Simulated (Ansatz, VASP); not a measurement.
**Two plane-wave programs on MoI**

```
CELL_PARAMETERS angstrom
0.00000 3.17885 3.17885
3.17885 0.00000 3.17885
3.17885 3.17885 0.00000
ATOMIC_POSITIONS crystal
Mo 0.00000 0.00000 0.00000
I 0.75000 0.75000 0.75000
```

Alike in both runs: task relaxation of cell and atoms; functional PBE; k mesh 7 × 7 × 7; occupations fermi-dirac, width 0.05 eV; no spin polarisation; Hubbard terms Mo d U = 2 eV.

|  | VASP | Ansatz |
| --- | --- | --- |
| version | VASP 6.6.1 | Ansatz 0.2.0 |
| potentials or method | VASP PAW PBE potentials, release 64 (Mo_sv, I) | Ansatz PAW |
| plane-wave cutoff (eV) | 600 | 420 |
| valence electrons in the cell | 21 | 31 |

|  | VASP | Ansatz | Ansatz less VASP |
| --- | --- | --- | --- |
| gap on the k mesh at the Fermi level, each at its own relaxed structure (eV) | none | none | - |
| relaxed volume (Å³/atom) | 28.96 | 28.96 | 0.000 |
| relaxed cell length with the largest relative difference (Å) | 4.343 | 4.343 | 0.0000 |

The programs project onto different local orbitals, so the same U acts differently, and such runs can settle in different states. A gap of «none» marks a metal or a gap that the smearing closes. VASP's potentials hold 21 valence electrons a cell and Ansatz's 31, so a difference there can come from the potentials and not from the codes.

Neither program's run includes spin-orbit coupling. Noted on Ansatz's run: the plane-wave basis is chosen anew once the cell has moved, so the energies of steps on either side of that aren't comparable.
